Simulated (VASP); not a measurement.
# C (a cell with a defect) in VASP: single point with PBE+D3(BJ)

Aim: the single point of C (a cell with a defect) with PBE+D3(BJ).

Program: VASP 6.6.1. These are calculated values, not measurements. Logs are shortened: lines on timing, memory, paths and dates and some standing lists are left out, and cuts for length are marked.

## (1) The cell of the first run

The cell holds a defect, 63 atoms: a = 7.140 Å, b = 7.140 Å, c = 7.140 Å, α = 90.00°, β = 90.00°, γ = 90.00°.

## (2) Single point, PBE+D3(BJ)

File INCAR:

```
PREC     = Accurate       # precision mode
ENCUT    = 520            # plane-wave cutoff, eV
EDIFF    = 1E-6           # SCF threshold, eV
ISMEAR   = -1             # smearing method
SIGMA    = 0.05           # smearing width, eV
LREAL    = Auto         
LASPH    = True           # aspherical terms in the spheres
NELM     = 60             # most SCF steps
ALGO     = Normal         # electronic algorithm
ISIF     = 2              # what is computed and relaxed
LWAVE    = False          # write WAVECAR
LCHARG   = True           # write CHGCAR
GGA      = PE             # functional
IVDW     = 12             # dispersion correction
LELF     = True           # ELF
LVHAR    = True         
NBANDS   = 163            # bands
```

File KPOINTS:

```
regular mesh
0
Gamma
  2 2 2
```

File POSCAR:

```
C
1.0
    7.1400000000      0.0000000000      0.0000000000
    0.0000000000      7.1400000000      0.0000000000
    0.0000000000      0.0000000000      7.1400000000
C
63
Direct
    0.4996240896      0.0017369748     -0.0018131653
    0.6243906162      0.1255386555      0.1244598039
    0.7482051821      0.2503012605     -0.0018095238
    0.8758837535      0.3755247899      0.1259023810
    0.7497012605      0.0002289916      0.2495340336
    0.8758955182      0.1244848739      0.3739539216
   -0.0004645658      0.0002247899     -0.0002858543
    0.1239530812      0.1244843137      0.1259063025
    0.2516371148      0.2497042017     -0.0018100840
    0.3754537815      0.3744715686      0.1244577031
    0.5002231092      0.4982757703     -0.0018126050
    0.6254425770      0.6259687675      0.1259029412
    0.7497011204      0.7503907563     -0.0002865546
    0.8747752101      0.8751526611      0.1247840336
    0.2501431373      0.0002285714      0.2503345938
    0.3754567227      0.1255354342      0.3754112045
    0.4999233894      0.2500074230      0.2499341737
    0.6243917367      0.3744747899      0.3754095238
    0.7496994398      0.4997820728      0.2503322129
    0.8747753501      0.6248589636      0.3750789916
    0.5002271709      0.0017331933      0.5016847339
    0.6345585434      0.1153851541      0.6153955182
    0.7482084034      0.2497060224      0.5016714286
    0.8744764706      0.3744925770      0.6254467787
    0.7482264706      0.0017054622      0.7496450980
    0.8744784314      0.1255186275      0.8744212885
    0.0003074230      0.4997852941     -0.0002850140
    0.1250714286      0.6248592437      0.1247855742
    0.2501415966      0.7496161064     -0.0002894958
    0.3743981793      0.8740453782      0.1258981793
   -0.0000775910      0.2500046218      0.2499345938
    0.1239571429      0.3755218487      0.3739613445
    0.2501443978      0.4997837535      0.2495333333
    0.3744030812      0.6259684874      0.3739682073
    0.4999219888      0.7500047619      0.2499330532
    0.6254448179      0.8740459384      0.3739698880
    0.0003078431      0.0002264706      0.5001525210
    0.1253654062      0.1255163866      0.6254463585
    0.2516410364      0.2503042017      0.5016749300
    0.3653163866      0.3845973389      0.6154197479
    0.4996212885      0.4982777311      0.5016831933
    0.6244072829      0.6245509804      0.6254500000
    0.7497019608      0.7496158263      0.5001539216
    0.8758991597      0.8740259104      0.6244161064
    0.2516112045      0.0017018207      0.7502274510
    0.3652780112      0.1153908964      0.8844620448
    0.6345563025      0.3846061625      0.8844725490
    0.7482281513      0.4983028011      0.7502259104
    0.8759000000      0.6259826331      0.8754476190
   -0.0000768908      0.7500061625      0.2499327731
    0.1250689076      0.8751519608      0.3750843137
   -0.0004663866      0.4997868347      0.5001509804
    0.1239470588      0.6259829132      0.6244203081
    0.2501432773      0.7503943978      0.5001536415
    0.3754407563      0.8754570028      0.6254495798
   -0.0000788515      0.2500071429      0.7499347339
    0.1253677871      0.3744922969      0.8744238095
    0.2516177871      0.4983033613      0.7496421569
    0.3754379552      0.6245522409      0.8744169468
    0.4999218487      0.7500053221      0.7499310924
    0.6244033613      0.8754546218      0.8744172269
   -0.0000782913      0.7500021008      0.7499341737
    0.1239387955      0.8740219888      0.8754502801
```

Potentials or basis: VASP PAW PBE potentials, release 64 (C).

Run with:

```sh
$ cat potpaw_PBE.64/C/POTCAR > POTCAR
$ mpirun -np 1 vasp_std > vasp.out
```

OUTCAR:

```text
PREC = Accurate
   ENCUT = 520
   EDIFF = 1E-6
   ISMEAR = -1
   LREAL = Auto
   LASPH = True
   NELM = 60
   ISIF = 2
   GGA = PE
   IVDW = 12
 IVDW          = 12

 ion  position               nearest neighbor table
   1  0.500  0.002  0.998-  46 1.50  61 1.55   2 1.55  30 1.57
   2  0.624  0.126  0.124-  17 1.54   1 1.55   3 1.55   5 1.55
   3  0.748  0.250  0.998-  47 1.50  26 1.55   2 1.55   4 1.57
   4  0.876  0.376  0.126-  31 1.54  19 1.55  27 1.55   3 1.57
   5  0.750  0.000  0.250-   6 1.55  36 1.55  14 1.55   2 1.55
   6  0.876  0.124  0.374-  31 1.54  37 1.55   5 1.55  23 1.57
[... 43 lines left out ...]
  50  1.000  0.750  0.250-  20 1.55  28 1.55  14 1.55  51 1.55
  51  0.125  0.875  0.375-  15 1.55  54 1.55  37 1.55  50 1.55
  52  1.000  0.500  0.500-  32 1.55  53 1.55  20 1.55  24 1.55
  53  0.124  0.626  0.624-  62 1.54  54 1.55  52 1.55  58 1.57
[... 8 lines left out ...]
  62  1.000  0.750  0.750-  63 1.54  49 1.54  53 1.54  44 1.54
  63  0.124  0.874  0.875-  62 1.54  29 1.55   7 1.55  45 1.57

  LATTYP: Found a simple cubic cell.
 ALAT       =     7.1400000000

  Lattice vectors:

 A1 = (   7.1400000000,   0.0000000000,   0.0000000000)
 A2 = (   0.0000000000,   7.1400000000,   0.0000000000)
 A3 = (   0.0000000000,   0.0000000000,   7.1400000000)

Analysis of symmetry for initial positions (statically):
=====================================================================
 Subroutine PRICEL returns:
 Original cell was already a primitive cell.

 Routine SETGRP: Setting up the symmetry group for a
 simple cubic supercell.

 Subroutine GETGRP returns: Found  1 space group operations
 (whereof  1 operations were pure point group operations)
 out of a pool of 48 trial point group operations.

The static configuration has the point symmetry C_1 .

Analysis of symmetry for dynamics (positions and initial velocities):
=====================================================================
 Subroutine PRICEL returns:
 Original cell was already a primitive cell.

 Routine SETGRP: Setting up the symmetry group for a
 simple cubic supercell.

 Subroutine GETGRP returns: Found  1 space group operations
 (whereof  1 operations were pure point group operations)
 out of a pool of 48 trial point group operations.

The dynamic configuration has the point symmetry C_1 .

 Subroutine INISYM returns: Found  1 space group operations
 (whereof  1 operations are pure point group operations),
 and found     1 'primitive' translations

----------------------------------------------------------------------------------------

                                     Primitive cell

  volume of cell :     363.9943

  direct lattice vectors                    reciprocal lattice vectors
     7.140000000  0.000000000  0.000000000     0.140056022  0.000000000  0.000000000
     0.000000000  7.140000000  0.000000000     0.000000000  0.140056022  0.000000000
     0.000000000  0.000000000  7.140000000     0.000000000  0.000000000  0.140056022

  length of vectors
     7.140000000  7.140000000  7.140000000     0.140056022  0.140056022  0.140056022

  position of ions in fractional coordinates (direct lattice)
     0.499624090  0.001736975  0.998186835
     0.624390616  0.125538656  0.124459804
     0.748205182  0.250301261  0.998190476
     0.875883753  0.375524790  0.125902381
     0.749701260  0.000228992  0.249534034
     0.875895518  0.124484874  0.373953922
[... 55 lines left out ...]
     0.999921709  0.750002101  0.749934174
     0.123938796  0.874021989  0.875450280

  ion indices of the primitive-cell ions
   primitive index   ion index
                 1           1
                 2           2
                 3           3
                 4           4
                 5           5
                 6           6
[... 55 lines left out ...]
                62          62
                63          63

----------------------------------------------------------------------------------------

 KPOINTS: regular mesh

Automatic generation of k-mesh.
 Grid dimensions read from file:
 generate k-points for:    2    2    2

 Generating k-lattice:

  Cartesian coordinates                     Fractional coordinates (reciprocal lattice)
     0.070028011  0.000000000  0.000000000     0.500000000  0.000000000  0.000000000
     0.000000000  0.070028011  0.000000000     0.000000000  0.500000000  0.000000000
     0.000000000  0.000000000  0.070028011     0.000000000  0.000000000  0.500000000

  Length of vectors
     0.070028011  0.070028011  0.070028011

  Shift w.r.t. Gamma in fractional coordinates (k-lattice)
     0.000000000  0.000000000  0.000000000

 Subroutine IBZKPT returns following result:
 ===========================================

 Found      8 irreducible k-points:

 Following reciprocal coordinates:
            Coordinates               Weight
  0.000000  0.000000  0.000000      1.000000
  0.500000  0.000000  0.000000      1.000000
  0.000000  0.500000  0.000000      1.000000
  0.000000  0.000000  0.500000      1.000000
  0.500000  0.500000  0.000000      1.000000
  0.000000  0.500000  0.500000      1.000000
  0.500000  0.000000  0.500000      1.000000
  0.500000  0.500000  0.500000      1.000000
   k-points           NKPTS =      8   k-points in BZ     NKDIM =      8   number of bands    NBANDS=    163
   number of dos      NEDOS =    301   number of ions     NIONS =     63
   total plane-waves  NPLWV = 157464
   dimension x,y,z NGX =    54 NGY =   54 NGZ =   54
   dimension x,y,z NGXF=   108 NGYF=  108 NGZF=  108
   ions per type =              63
   NGX,Y,Z   is equivalent  to a cutoff of  12.57, 12.57, 12.57 a.u.
   NGXF,Y,Z  is equivalent  to a cutoff of  25.15, 25.15, 25.15 a.u.
 SYSTEM =  unknown system
   PREC   = accura    normal or accurate (medium, high low for compatibility)
   ISTART =      0    job   : 0-new  1-cont  2-samecut
   ICHARG =      2    charge: 1-file 2-atom 10-const
   ISPIN  =      1    spin polarized calculation?
   LNONCOLLINEAR =      F non collinear calculations
   LSORBIT =      F    spin-orbit coupling
   LASPH  =      T    aspherical Exc in radial PAW
   ENCUT  =  520.0 eV  38.22 Ry    6.18 a.u.  13.28 13.28 13.28*2*pi/ulx,y,z
   NELM   =     60;   NELMIN=  2; NELMDL= -5     # of ELM steps
   EDIFF  = 0.1E-05   stopping-criterion for ELM
   LREAL  =      T    real-space projection
   EDIFFG = 0.1E-04   stopping-criterion for IOM
   NSW    =      0    number of steps for IOM
   IBRION =     -1    ionic relax: 0-MD 1-quasi-New 2-CG
   NFREE  =      0    steps in history (QN), initial steepest desc. (CG)
   ISIF   =      2    stress and relaxation
   ISYM   =      2    0-nonsym 1-usesym 2-fastsym
   POTIM  = 0.5000    time-step for ionic-motion
   TEBEG  =    0.0;   TEEND  =   0.0 temperature during run
   PSTRESS=    0.0 pullay stress
   NELECT =     252.0000    total number of electrons
   NUPDOWN=      -1.0000    fix difference up-down
   EMIN   =  10.00;   EMAX   =-10.00  energy-range for DOS
   EFERMI =   0.00;   METHOD = LEGACY
   ISMEAR =    -1;   SIGMA  =   0.05  broadening in eV -4-tet -1-fermi 0-gaus
   EFERMI_NEDOS =   21; number of points for ismear=-14 and -15
   IALGO  =     38    algorithm
   IMIX   =      4    mixing-type and parameters
     AMIX     =   0.40;   BMIX     =  1.00
     AMIX_MAG =   1.60;   BMIX_MAG =  1.00
  volume/ion in A,a.u.               =       5.78        38.99
  Fermi-wavevector in a.u.,A,eV,Ry     =   1.448250  2.736795 28.537232  2.097427
  Thomas-Fermi vector in A             =   2.566112
   LORBIT       =      0    0 simple, 1 ext, 2 COOP (PROOUT), +10 PAW based schemes
   GGA     = PE    functional components
   LHFCALC =     F    Hartree Fock is set to
   AEXX    =    0.0000 exact exchange contribution
   IVDW    =    12    specifies the selected vdW correction
   LEPSILON=     F    determine dielectric tensor
   LRPA    =     F    only Hartree local field effects (RPA)
 non-spin polarized calculation
  energy-cutoff  :      520.00
  volume of cell :      363.99
 maximum number of plane-waves:      9808
 NGX is ok and might be reduce to    54
   NGX = 27   NGY = 27   NGZ = 27

 number of electron     251.9999993 magnetization

 Free energy of the ion-electron system (eV)
  ---------------------------------------------------
  ext. energy  EPLUGINS =         0.00000000
  ---------------------------------------------------
  free energy    TOTEN  =      -566.24938391 eV

  energy without entropy =     -566.18468273  energy(sigma->0) =     -566.21703332

 E-fermi :  10.9669     XC(G=0): -13.1478

 val. band max:       10.6765916118   @ k =   0.0000   0.0000   0.5000
 cond. band min:      11.0149146640   @ k =   0.0000   0.0000   0.5000
 fundamental gap:      0.3383230522
 Fermi energy:        10.9668983011

 k-point     1 :       0.0000    0.0000    0.0000
  band No.  band energies     occupation
      1     -11.9563      2.00000
      2      -9.7567      2.00000
      3      -9.7564      2.00000
      4      -9.7360      2.00000
      5      -9.7359      2.00000
      6      -9.7357      2.00000
[... 1117 lines left out ...]
    137      15.4711      0.00000
    138      15.4711      0.00000
 [bands above 138 left out]

------------------------ aborting loop because EDIFF is reached ----------------------------------------

 Edisp (eV)  -11.96126

 E8    (eV) :    -3.4438

  FORCE on cell =-STRESS in cart. coord.  units (eV):
  Direction    XX          YY          ZZ          XY          YZ          ZX
  --------------------------------------------------------------------------------------
  -------------------------------------------------------------------------------------
  Total      -6.81090    -6.83481    -6.91519     0.00018     0.00287    -0.00057
  in kB     -29.97922   -30.08446   -30.43829     0.00081     0.01263    -0.00249
  external pressure =      -30.17 kB  Pullay stress =        0.00 kB

 VOLUME and BASIS-vectors are now :
 -----------------------------------------------------------------------------
  energy-cutoff  :      520.00
  volume of cell :      363.99
      direct lattice vectors                 reciprocal lattice vectors
     7.140000000  0.000000000  0.000000000     0.140056022  0.000000000  0.000000000
     0.000000000  7.140000000  0.000000000     0.000000000  0.140056022  0.000000000
     0.000000000  0.000000000  7.140000000     0.000000000  0.000000000  0.140056022

 POSITION                                       TOTAL-FORCE (eV/Angst)
 -----------------------------------------------------------------------------------
      3.56732      0.01240      7.12705         0.008456     -0.009308      0.009843
      4.45815      0.89635      0.88864         0.001671     -0.006849     -0.002848
      5.34219      1.78715      7.12708         0.001606     -0.008990      0.006536
      6.25381      2.68125      0.89894        -0.004118      0.000830     -0.010635
      5.35287      0.00164      1.78167        -0.003146      0.001177     -0.004630
      6.25389      0.88882      2.67003        -0.007675      0.000543      0.012957
[... 55 lines left out ...]
      7.13944      5.35501      5.35453        -0.001661      0.000492     -0.001666
      0.88492      6.24052      6.25071         0.007350      0.011938      0.001298
 -----------------------------------------------------------------------------------
    total drift:                                0.012550      0.000025      0.017616

  FREE ENERGIE OF THE ION-ELECTRON SYSTEM (eV)
  ---------------------------------------------------
  free  energy   TOTEN  =      -578.2106442384 eV

  energy  without entropy=     -578.1459430648  energy(sigma->0) =     -578.17829365
```

Run time: 16 min. Hardware: 1 thread of Intel Xeon Platinum 8375C at 2.90GHz (Ice Lake), shared host; peak memory 0.57 GiB.

Results:

```
Free energy                : -578.2106 eV
Pressure                   : -3.0 GPa
Largest force              : 0.028 eV/Å
Band gap on the k mesh     : zero (bands 126 and 127 overlap by 0.25 eV)
Dispersion energy per atom : -0.190 eV
```

Forces in eV/Å, atoms in the order of the input:
```
C    0.008 -0.009  0.010
C    0.002 -0.007 -0.003
C    0.002 -0.009  0.007
C   -0.004  0.001 -0.011
C   -0.003  0.001 -0.005
C   -0.008  0.001  0.013
C    0.005 -0.003  0.002
C    0.008  0.000 -0.011
C    0.000  0.009  0.007
C   -0.002  0.006 -0.001
C   -0.011  0.009  0.011
C   -0.006 -0.007 -0.007
C   -0.001  0.003  0.001
C    0.004  0.001 -0.001
C    0.004  0.004  0.005
C   -0.003 -0.007  0.002
C   -0.002  0.000 -0.001
C    0.003  0.008  0.002
C   -0.004 -0.003  0.003
C    0.007 -0.003  0.002
C   -0.014 -0.011 -0.012
C   -0.016  0.020  0.009
C    0.001  0.007 -0.006
C    0.002  0.002 -0.001
C    0.000 -0.006  0.011
C    0.001 -0.003  0.003
C   -0.004  0.003  0.006
C   -0.006 -0.001  0.000
C    0.002 -0.004  0.000
C    0.008  0.008 -0.008
C   -0.001  0.000 -0.002
C    0.007  0.001  0.012
C    0.003 -0.003 -0.005
C    0.006 -0.008  0.008
C   -0.001  0.001 -0.001
C   -0.006  0.005  0.006
C   -0.005 -0.005 -0.003
C   -0.002 -0.001 -0.001
C    0.000 -0.009 -0.006
C    0.011 -0.017  0.008
C    0.012  0.009 -0.011
C    0.000 -0.002 -0.004
C   -0.002 -0.004  0.000
C   -0.006  0.011 -0.001
C    0.000 -0.005 -0.013
C    0.020  0.019 -0.007
C   -0.017 -0.015 -0.011
C    0.000  0.005 -0.012
C   -0.007 -0.011  0.002
C   -0.002  0.000 -0.001
C   -0.005 -0.001  0.000
C    0.009  0.002 -0.002
C    0.007 -0.012 -0.001
C    0.002  0.006  0.002
C   -0.001  0.002 -0.003
C   -0.001  0.000 -0.002
C    0.001  0.003  0.003
C    0.000  0.005  0.012
C    0.000 -0.002  0.005
C   -0.001  0.000 -0.001
C    0.002  0.003  0.006
C   -0.002  0.000 -0.002
C    0.007  0.012  0.001
```

Caveat: the k points lie up to 0.44 Å⁻¹ apart.
